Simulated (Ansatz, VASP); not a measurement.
One calculation of Mg8HO8, two programs

```
Mg O H
1.0
     0.00000    4.11800    4.11800
     4.11800    0.00000    4.11800
     4.11800    4.11800    0.00000
Mg O H
8 8 1
Direct
  0.00064 0.00195 0.00134
  0.00064 0.00195 0.49603
  0.00063 0.49667 0.00134
  0.99985 0.50044 0.49984
  0.49530 0.00196 0.00135
  0.49916 0.00112 0.49985
  0.49915 0.50045 0.00053
  0.49915 0.50045 0.49985
  0.24919 0.25048 0.24988
  0.24919 0.25048 0.75043
  0.24919 0.75103 0.24988
  0.26543 0.74525 0.74465
  0.74973 0.25048 0.24988
  0.74395 0.26675 0.74464
  0.74395 0.74524 0.26613
  0.74395 0.74524 0.74464
  0.87426 0.87568 0.87501
```

Alike in both runs: functional PBE; k mesh 2 × 2 × 2; occupations gaussian, width 0.05 eV; collinear spin.

Ansatz relaxed the structure, and its values are those at the end. VASP's run is a single point on that final structure, the one shown.

|  | VASP | Ansatz |
| --- | --- | --- |
| version | VASP 6.6.1 | Ansatz 0.2.0 |
| potentials or method | VASP PAW PBE potentials, release 64 (Mg, O, H), cutoff 520 eV | scalar-relativistic, plane waves, PAW |
| valence electrons in the cell | 65 | 129 |

VASP gave:

- rms of the force components (eV/Å): 0.011
- net moment per atom (μB): 0.04
- size of the moment on the site where the two differ most (μB): 0.22

Problem. Estimate Ansatz's values.

Solution. rms of the force components (eV/Å): 0.009; net moment per atom (μB): 0.04; size of the moment on the site where the two differ most (μB): 0.32.

Site moments also hang on the region over which each program counts them. VASP's potentials hold 65 valence electrons a cell and Ansatz's 129, so a difference there can come from the potentials and not from the codes.

The k mesh is coarse, so the values compare programs but aren't converged.
